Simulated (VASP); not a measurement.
# Be (I4/mmm) in VASP: single point with r2SCAN

Aim: the single point of Be with r2SCAN.

All numbers are computed with VASP 6.6.1; they aren't measurements. Logs are shortened: lines on timing, memory, paths and dates and some standing lists are left out, and cuts for length are marked.

### 1 The cell of the first run

It takes space group I4/mmm (No. 139, tetragonal). The conventional cell has a = 2.481 Å, b = 2.481 Å, c = 2.540 Å, α = 90.00°, β = 90.00°, γ = 90.00°. Be (site symmetry 4/mmm) has 14 Be at 2.17 to 2.54 Å within 2.9 Å.

### 2 Single point, r2SCAN

Input file POSCAR:

```
Be
1.0
   -1.2405719805      1.2405719805      1.2700428498
    1.2405719805     -1.2405719805      1.2700428498
    1.2405719805      1.2405719805     -1.2700428498
Be
1
Direct
    0.0000000000      0.0000000000      0.0000000000
```

Input file INCAR.step1:

```
SYSTEM = Be
  PREC = Accurate
  ENCUT = 520
  ISMEAR = 0
  SIGMA = 0.1
  LREAL = .False.
  LASPH = .True.
  NELM = 60
  NBANDS = 7
  GGA = PE
  ALGO = Normal
  EDIFF = 1E-4
  LWAVE = .True.
  LCHARG = .False.
```

Input file INCAR.step2:

```
SYSTEM = Be
  PREC = Accurate
  ENCUT = 520
  EDIFF = 1E-7
  ISMEAR = 0
  SIGMA = 0.1
  LREAL = .False.
  LASPH = .True.
  NELM = 60
  ALGO = Normal
  ISIF = 2
  LWAVE = .False.
  LCHARG = .False.
  METAGGA = R2SCAN
  LMIXTAU = .True.
  NBANDS = 7
  ISTART = 1
```

Input file KPOINTS:

```
Automatic mesh
0
Gamma
  24 24 24
  0 0 0
```

Potentials or basis: VASP PAW PBE potentials, release 64 (Be).

Command:

```sh
> cat potpaw_PBE.64/Be/POTCAR > POTCAR
> cp INCAR.step1 INCAR
> mpirun -np 1 vasp_std > vasp.out
> cp INCAR.step2 INCAR
> mpirun -np 1 vasp_std > vasp.out
```

OUTCAR:

```text
SYSTEM = Be
   PREC = Accurate
   ENCUT = 520
   EDIFF = 1E-7
   ISMEAR = 0
   LREAL = .False.
   LASPH = .True.
   NELM = 60
   ISIF = 2
   METAGGA = R2SCAN
   ISTART = 1

 ion  position               nearest neighbor table
   1  0.000  0.000  0.000-

  LATTYP: Found a body centered tetragonal cell.
 ALAT       =     2.4811439610
 C/A-ratio  =     1.0237558721

  Lattice vectors:

 A1 = (  -1.2405719805,   1.2405719805,   1.2700428498)
 A2 = (   1.2405719805,  -1.2405719805,   1.2700428498)
 A3 = (   1.2405719805,   1.2405719805,  -1.2700428498)

Analysis of symmetry for initial positions (statically):
=====================================================================
 Subroutine PRICEL returns:
 Original cell was already a primitive cell.

 Routine SETGRP: Setting up the symmetry group for a
 body centered tetragonal supercell.

 Subroutine GETGRP returns: Found 16 space group operations
 (whereof 16 operations were pure point group operations)
 out of a pool of 16 trial point group operations.

The static configuration has the point symmetry D_4h.

Analysis of symmetry for dynamics (positions and initial velocities):
=====================================================================
 Subroutine PRICEL returns:
 Original cell was already a primitive cell.

 Routine SETGRP: Setting up the symmetry group for a
 body centered tetragonal supercell.

 Subroutine GETGRP returns: Found 16 space group operations
 (whereof 16 operations were pure point group operations)
 out of a pool of 16 trial point group operations.

The dynamic configuration has the point symmetry D_4h.

 Subroutine INISYM returns: Found 16 space group operations
 (whereof 16 operations are pure point group operations),
 and found     1 'primitive' translations

----------------------------------------------------------------------------------------

                                     Primitive cell

  volume of cell :       7.8185

  direct lattice vectors                    reciprocal lattice vectors
    -1.240571980  1.240571980  1.270042850     0.000000000  0.403039894  0.393687504
     1.240571980 -1.240571980  1.270042850     0.403039894  0.000000000  0.393687504
     1.240571980  1.240571980 -1.270042850     0.403039894  0.403039894  0.000000000

  length of vectors
     2.165882388  2.165882388  2.165882388     0.563410159  0.563410159  0.569984485

  position of ions in fractional coordinates (direct lattice)
     0.000000000  0.000000000  0.000000000

  ion indices of the primitive-cell ions
   primitive index   ion index
                 1           1

----------------------------------------------------------------------------------------

 KPOINTS: Automatic mesh

Automatic generation of k-mesh.
 Grid dimensions read from file:
 generate k-points for:   24   24   24

 Generating k-lattice:

  Cartesian coordinates                     Fractional coordinates (reciprocal lattice)
     0.000000000  0.016793329  0.016403646     0.041666667  0.000000000  0.000000000
     0.016793329  0.000000000  0.016403646     0.000000000  0.041666667  0.000000000
     0.016793329  0.016793329  0.000000000     0.000000000  0.000000000  0.041666667

  Length of vectors
     0.023475423  0.023475423  0.023749354

  Shift w.r.t. Gamma in fractional coordinates (k-lattice)
     0.000000000  0.000000000  0.000000000

 Subroutine IBZKPT returns following result:
 ===========================================

 Found   1063 irreducible k-points:

 Following reciprocal coordinates:
            Coordinates               Weight
  0.000000  0.000000  0.000000      1.000000
  0.041667  0.000000  0.000000      8.000000
  0.083333 -0.000000  0.000000      8.000000
  0.125000  0.000000  0.000000      8.000000
  0.166667  0.000000  0.000000      8.000000
  0.208333  0.000000 -0.000000      8.000000
[... 16 lines left out ...]
  0.416667  0.041667 -0.000000     16.000000
  0.458333  0.041667 -0.000000     16.000000
 [... further k-points ...]
   k-points           NKPTS =   1063   k-points in BZ     NKDIM =   1063   number of bands    NBANDS=      7
   number of dos      NEDOS =    301   number of ions     NIONS =      1
   total plane-waves  NPLWV =   4096
   dimension x,y,z NGX =    16 NGY =   16 NGZ =   16
   dimension x,y,z NGXF=    32 NGYF=   32 NGZF=   32
   ions per type =               1
   NGX,Y,Z   is equivalent  to a cutoff of  12.28, 12.28, 12.28 a.u.
   NGXF,Y,Z  is equivalent  to a cutoff of  24.56, 24.56, 24.56 a.u.
 SYSTEM =  Be
   PREC   = accura    normal or accurate (medium, high low for compatibility)
   ISTART =      1    job   : 0-new  1-cont  2-samecut
   ICHARG =      0    charge: 1-file 2-atom 10-const
   ISPIN  =      1    spin polarized calculation?
   LNONCOLLINEAR =      F non collinear calculations
   LSORBIT =      F    spin-orbit coupling
   LASPH  =      T    aspherical Exc in radial PAW
   ENCUT  =  520.0 eV  38.22 Ry    6.18 a.u.   4.03  4.03  4.03*2*pi/ulx,y,z
   NELM   =     60;   NELMIN=  2; NELMDL=  0     # of ELM steps
   EDIFF  = 0.1E-06   stopping-criterion for ELM
   LREAL  =      F    real-space projection
   EDIFFG = 0.1E-05   stopping-criterion for IOM
   NSW    =      0    number of steps for IOM
   IBRION =     -1    ionic relax: 0-MD 1-quasi-New 2-CG
   NFREE  =      0    steps in history (QN), initial steepest desc. (CG)
   ISIF   =      2    stress and relaxation
   ISYM   =      2    0-nonsym 1-usesym 2-fastsym
   POTIM  = 0.5000    time-step for ionic-motion
   TEBEG  =    0.0;   TEEND  =   0.0 temperature during run
   PSTRESS=    0.0 pullay stress
   NELECT =       2.0000    total number of electrons
   NUPDOWN=      -1.0000    fix difference up-down
   EMIN   =  10.00;   EMAX   =-10.00  energy-range for DOS
   EFERMI =   0.00;   METHOD = LEGACY
   ISMEAR =     0;   SIGMA  =   0.10  broadening in eV -4-tet -1-fermi 0-gaus
   EFERMI_NEDOS =   21; number of points for ismear=-14 and -15
   IALGO  =     38    algorithm
   IMIX   =      4    mixing-type and parameters
     AMIX     =   0.40;   BMIX     =  1.00
     AMIX_MAG =   1.60;   BMIX_MAG =  1.00
  volume/ion in A,a.u.               =       7.82        52.76
  Fermi-wavevector in a.u.,A,eV,Ry     =   1.039228  1.963856 14.694214  1.079994
  Thomas-Fermi vector in A             =   2.173748
   LORBIT       =      0    0 simple, 1 ext, 2 COOP (PROOUT), +10 PAW based schemes
   METAGGA = R2SCAN    functional components
   LHFCALC =     F    Hartree Fock is set to
   AEXX    =    0.0000 exact exchange contribution
   IVDW    =     0    specifies the selected vdW correction
   LEPSILON=     F    determine dielectric tensor
   LRPA    =     F    only Hartree local field effects (RPA)
 non-spin polarized calculation
 Gauss-broadening in eV      SIGMA  =   0.10
  energy-cutoff  :      520.00
  volume of cell :        7.82
 maximum number of plane-waves:       236
   NGX =  7   NGY =  7   NGZ =  7

 number of electron       2.0000000 magnetization

 Free energy of the ion-electron system (eV)
  ---------------------------------------------------
  ext. energy  EPLUGINS =         0.00000000
  ---------------------------------------------------
  free energy    TOTEN  =        -4.24168983 eV

  energy without entropy =       -4.24092062  energy(sigma->0) =       -4.24130522

 E-fermi :   8.1925     XC(G=0): -11.2962

 val. band max:        8.1644599133   @ k =   0.2917   0.2500   0.1667
 cond. band min:       8.1936203965   @ k =   0.3750   0.2500   0.0417
 fundamental gap:      0.0291604833
 Fermi energy:         8.1924603744

 k-point     1 :       0.0000    0.0000    0.0000
  band No.  band energies     occupation
      1      -5.0769      2.00000
      2      29.1357      0.00000
      3      29.3190      0.00000
      4      29.3190      0.00000
      5      40.1065      0.00000
      6      40.1065      0.00000
      7      41.2068      0.00000

 k-point     2 :       0.0417    0.0000    0.0000
  band No.  band energies     occupation
      1      -5.0114      2.00000
      2      28.8370      0.00000
      3      29.0399      0.00000
      4      29.1759      0.00000
      5      39.3838      0.00000
      6      39.6795      0.00000
      7      41.2122      0.00000

 k-point     3 :       0.0833   -0.0000    0.0000
  band No.  band energies     occupation
      1      -4.8148      2.00000
      2      27.7400      0.00000
      3      28.3151      0.00000
      4      28.9418      0.00000
      5      37.7339      0.00000
      6      38.2786      0.00000
      7      41.5002      0.00000

 k-point     4 :       0.1250    0.0000    0.0000
  band No.  band energies     occupation
      1      -4.4871      2.00000
      2      25.9528      0.00000
      3      27.3575      0.00000
      4      28.5911      0.00000
      5      36.4673      0.00000
      6      36.7566      0.00000
      7      40.9032      0.00000

 k-point     5 :       0.1667    0.0000    0.0000
  band No.  band energies     occupation
      1      -4.0285      2.00000
      2      23.7152      0.00000
      3      26.3319      0.00000
      4      28.1348      0.00000
      5      35.3325      0.00000
      6      35.7251      0.00000
      7      40.6599      0.00000

 k-point     6 :       0.2083    0.0000   -0.0000
  band No.  band energies     occupation
      1      -3.4398      2.00000
      2      21.2777      0.00000
      3      25.3354      0.00000
      4      27.6095      0.00000
      5      34.0533      0.00000
      6      35.3602      0.00000
      7      40.7651      0.00000

 k-point     7 :       0.2500    0.0000    0.0000
  band No.  band energies     occupation
      1      -2.7231      2.00000
      2      18.8103      0.00000
      3      24.4216      0.00000
      4      27.0609      0.00000
      5      32.9345      0.00000
      6      35.2470      0.00000
      7      41.1781      0.00000
[... 121 lines left out ...]
 k-point    20 :       0.2917    0.0417    0.0000
  band No.  band energies     occupation
      1      -1.3800      2.00000
      2      15.3081      0.00000
      3      22.9723      0.00000
      4      25.7738      0.00000
      5      32.3207      0.00000
      6      35.4557      0.00000
      7      42.4813      0.00000

 k-point    21 :       0.3333    0.0417   -0.0000
  band No.  band energies     occupation
      1      -0.3810      2.00000
      2      13.1250      0.00000
      3      22.3918      0.00000
      4      25.2926      0.00000
      5      31.6822      0.00000
      6      35.6861      0.00000
      7      43.4349      0.00000

 k-point    22 :       0.3750    0.0417   -0.0000
  band No.  band energies     occupation
      1       0.6807      2.00000
      2      11.1603      0.00000
      3      21.9540      0.00000
      4      24.9142      0.00000
      5      31.1958      0.00000
      6      35.9339      0.00000
      7      44.5003      0.00000

 k-point    23 :       0.4167    0.0417   -0.0000
  band No.  band energies     occupation
      1       1.7049      2.00000
      2       9.5272      0.00000
      3      21.6638      0.00000
      4      24.6529      0.00000
      5      30.8661      0.00000
      6      36.1386      0.00000
      7      45.5185      0.00000

 k-point    24 :       0.4583    0.0417   -0.0000
  band No.  band energies     occupation
      1       2.4330      2.00000
      2       8.4914      0.00002
      3      21.5241      0.00000
      4      24.5174      0.00000
      5      30.6958      0.00000
      6      36.2446      0.00000
      7      46.1178      0.00000

 [... further k-points ...]

------------------------ aborting loop because EDIFF is reached ----------------------------------------

  FORCE on cell =-STRESS in cart. coord.  units (eV):
  Direction    XX          YY          ZZ          XY          YZ          ZX
  --------------------------------------------------------------------------------------
  -------------------------------------------------------------------------------------
  Total        0.0084390      0.0084390      0.0121165      0.0000000     -0.0000000      0.0000000
  in kB        1.7293437      1.7293437      2.4829392      0.0000000     -0.0000000      0.0000000
  external PRESSURE =       1.9805422 kB  Pullay stress =       0.0000000 kB

 VOLUME and BASIS-vectors are now :
 -----------------------------------------------------------------------------
  energy-cutoff  :      520.00
  volume of cell :        7.82
      direct lattice vectors                 reciprocal lattice vectors
    -1.240571980  1.240571980  1.270042850     0.000000000  0.403039894  0.393687504
     1.240571980 -1.240571980  1.270042850     0.403039894  0.000000000  0.393687504
     1.240571980  1.240571980 -1.270042850     0.403039894  0.403039894  0.000000000

 POSITION                                       TOTAL-FORCE (eV/Angst)
 -----------------------------------------------------------------------------------
      0.00000      0.00000      0.00000        -0.000000      0.000000      0.000000
 -----------------------------------------------------------------------------------
    total drift:                               -0.000000      0.000000      0.000000

  FREE ENERGIE OF THE ION-ELECTRON SYSTEM (eV)
  ---------------------------------------------------
  free  energy   TOTEN  =        -4.2416898259 eV

  energy  without entropy=       -4.2409206239  energy(sigma->0) =       -4.24130522
```

It took 34 s on 1 thread of Intel Xeon 6975P-C (Granite Rapids), shared host; peak memory 0.15 GiB.

Results:

```
Free energy            : -4.2417 eV
Pressure               : 0.2 GPa
Band gap on the k mesh : zero (band 1 reaches 11.95 eV, above the bottom of band 2 at 6.74 eV)
```

Levels at points of the mesh, in eV from the Fermi level:
```
           k point  band 1  band 2  band 3  band 4
(0.00, 0.00, 0.00)  -13.27   20.94   21.13   21.13
(0.50, 0.00, 0.00)   -5.71    0.13   13.54   16.94
(0.50, 0.50, 0.00)   -5.51    0.44   12.96   16.13
(0.50, 0.50, 0.50)    3.68    4.66    4.66    9.71
```

Caveat: the PAW data sets were made with another functional, which shifts forces and pressure a little.
